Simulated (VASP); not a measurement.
# BP (I-4m2) in VASP: notebook, part 2 of 2

VASP 6.6.1.

## (4) Single point, LDA (in-plane strain -0.005)

INCAR reads:

```
SYSTEM = BP
PREC = Accurate
ENCUT = 520
EDIFF = 1E-6
ISMEAR = 0
SIGMA = 0.01
LREAL = .FALSE.
LASPH = .TRUE.
NELM = 100
ALGO = Normal
ISIF = 2
LWAVE = .FALSE.
LCHARG = .FALSE.
GGA = CA
NBANDS = 11
```

KPOINTS reads:

```
Automatic mesh
0
G
  8 8 8
  0 0 0
```

POSCAR reads:

```
BP
1.0
    2.2341554264      2.2341554264      0.0000000000
   -2.2341554264      2.2341554264      0.0000000000
    0.0000000000      2.2341554264      2.2521184851
B P
1 1
Direct
    0.0000000000      0.0000000000      0.0000000000
    0.7500000000      0.2500000000      0.5000000000
```

Potentials or basis: VASP PAW LDA potentials, release 64 (B, P).

Launch:

```sh
$ cat potpaw_LDA.64/B/POTCAR potpaw_LDA.64/P/POTCAR > POTCAR
$ mpirun -np 1 vasp_std > vasp.out
```

OUTCAR:

```text
SYSTEM = BP
   PREC = Accurate
   ENCUT = 520
   EDIFF = 1E-6
   ISMEAR = 0
   LREAL = .FALSE.
   LASPH = .TRUE.
   NELM = 100
   ISIF = 2
   GGA = CA

 ion  position               nearest neighbor table
   1  0.000  0.000  0.000-   2 1.94   2 1.94   2 1.94   2 1.94
   2  0.750  0.250  0.500-   1 1.94   1 1.94   1 1.94   1 1.94

  LATTYP: Found a body centered tetragonal cell.
 ALAT       =     3.1595729045
 C/A-ratio  =     1.4255841237

  Lattice vectors:

 A1 = (   2.2341554264,   0.0000000000,  -2.2521184851)
 A2 = (  -2.2341554264,   0.0000000000,  -2.2521184851)
 A3 = (   0.0000000000,   2.2341554264,   2.2521184851)

Analysis of symmetry for initial positions (statically):
=====================================================================
 Subroutine PRICEL returns:
 Original cell was already a primitive cell.

 Routine SETGRP: Setting up the symmetry group for a
 body centered tetragonal supercell.

 Subroutine GETGRP returns: Found  8 space group operations
 (whereof  8 operations were pure point group operations)
 out of a pool of 16 trial point group operations.

The static configuration has the point symmetry D_2d.
[... 164 lines left out ...]
 cond. band min:       9.0139483099   @ k =  -0.3750   0.3750   0.0000
 fundamental gap:      1.1159206443
 Fermi energy:         8.0309335689

 k-point     1 :       0.0000    0.0000    0.0000
  band No.  band energies     occupation
      1      -7.8617      2.00000
      2       7.8178      2.00000
      3       7.8980      2.00000
      4       7.8980      2.00000
      5      11.2972      0.00000
      6      11.2972      0.00000
      7      11.3411      0.00000
      8      15.8316      0.00000
      9      19.4024      0.00000
     10      20.0553      0.00000
     11      20.2759      0.00000
[... 309 lines left out ...]
 k-point    24 :       0.3750    0.0000    0.1250
  band No.  band energies     occupation
      1      -6.0679      2.00000
      2       2.0795      2.00000
      3       4.6622      2.00000
      4       6.7626      2.00000
      5      12.4893      0.00000
      6      12.8908      0.00000
      7      13.6144      0.00000
      8      16.9044      0.00000
      9      17.8466      0.00000
     10      21.2573      0.00000
     11      22.9561      0.00000

 [... further k-points ...]
[... 5 lines left out ...]
  --------------------------------------------------------------------------------------
  -------------------------------------------------------------------------------------
  Total        0.2606087      0.2606087     -0.0521328      0.0000000      0.0000000      0.0000000
  in kB       18.5716953     18.5716953     -3.7151286      0.0000000      0.0000000      0.0000000
  external PRESSURE =      11.1427540 kB  Pullay stress =       0.0000000 kB

 VOLUME and BASIS-vectors are now :
 -----------------------------------------------------------------------------
  energy-cutoff  :      520.00
  volume of cell :       22.48
      direct lattice vectors                 reciprocal lattice vectors
     2.234155426  2.234155426  0.000000000     0.223798217  0.223798217 -0.222013186
    -2.234155426  2.234155426  0.000000000    -0.223798217  0.223798217 -0.222013186
     0.000000000  2.234155426  2.252118485     0.000000000  0.000000000  0.444026372

 POSITION                                       TOTAL-FORCE (eV/Angst)
 -----------------------------------------------------------------------------------
      0.00000      0.00000      0.00000        -0.000000     -0.000000      0.000000
      1.11708      3.35123      1.12606         0.000000      0.000000      0.000000
 -----------------------------------------------------------------------------------
    total drift:                                0.000000      0.000000     -0.000000

  FREE ENERGIE OF THE ION-ELECTRON SYSTEM (eV)
  ---------------------------------------------------
  free  energy   TOTEN  =       -14.3960072498 eV

  energy  without entropy=      -14.3960072498  energy(sigma->0) =      -14.39600725
```

stdout:

```text
POSCAR found type information on POSCAR B P
 POSCAR found :  2 types and       2 ions
 scaLAPACK will be used
 LDA part: xc-table for (Slater(with rela. corr.)+CA(PZ))
 , standard interpolation
 POSCAR, INCAR and KPOINTS ok, starting setup
 FFT: planning ... GRIDC
 FFT: planning ... GRID_SOFT
 FFT: planning ... GRID
 WAVECAR not read
 entering main loop
```

Run time: 7.9 s. Hardware: 1 thread of AMD EPYC 7R13 (Zen 3), shared host; peak memory 0.1 GiB.

What came out:

* Free energy: -14.3960 eV
* Pressure: 1.1 GPa
* Band gap on the k mesh: 1.12 eV, indirect (least direct gap 3.40 eV)

Caveat: the cell differs from its parent crystal (in-plane strain -0.005).

## (5) Summary

| cell | gap on the mesh (eV) | pressure (GPa) |
| --- | --- | --- |
| a = 3.144, b = 3.144, c = 3.167 Å, angles 60.2, 60.2, 90.0°, 2 atoms | 1.06 | 2.6 |
| a = 3.160, b = 3.160, c = 3.171 Å, angles 60.1, 60.1, 90.0°, 2 atoms | 1.12 | 1.2 |
| a = 3.160, b = 3.160, c = 3.172 Å, angles 60.1, 60.1, 90.0°, 2 atoms | 1.12 | 1.1 |

Alike in all rows: task single point; level LDA; potentials or basis VASP PAW LDA potentials, release 64 (B, P); no spin polarisation; k mesh 8 × 8 × 8; cutoff (eV) 520; smearing gaussian 0.01 eV.

Total energies depend on the potentials used, so only differences within one code and one set of settings carry meaning.
